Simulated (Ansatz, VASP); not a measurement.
One calculation of Ir, two programs

```xyz
1
Lattice="0.0000 1.9353 1.9353 1.9353 0.0000 1.9353 1.9353 1.9353 0.0000" Properties=species:S:1:pos:R:3 pbc="T T T"
Ir    0.0000    0.0000    0.0000
```

Alike in both runs: functional PBE; k mesh 48 × 48 × 48; occupations gaussian, width 0.1 eV; no spin polarisation.

Ansatz relaxed the structure, and its values are those at the end. VASP's run is a single point on that final structure, the one shown.

|  | VASP | Ansatz |
| --- | --- | --- |
| version | VASP 6.6.1 | Ansatz 0.2.0 |
| potentials or method | VASP PAW PBE potentials, release 64 (Ir) | scalar-relativistic, plane waves, PAW |
| plane-wave cutoff (eV) | 520 | 420 |
| valence electrons in the cell | 9 | 17 |

```csv
,VASP,Ansatz,Ansatz less VASP
gap on the k mesh at the Fermi level (eV),none,none,-
pressure (GPa),0.4,0.0,-0.40
```

A gap of «none» marks a metal or a gap that the smearing closes. VASP's potentials hold 9 valence electrons a cell and Ansatz's 17, so a difference there can come from the potentials and not from the codes.

Neither program's run includes spin-orbit coupling.
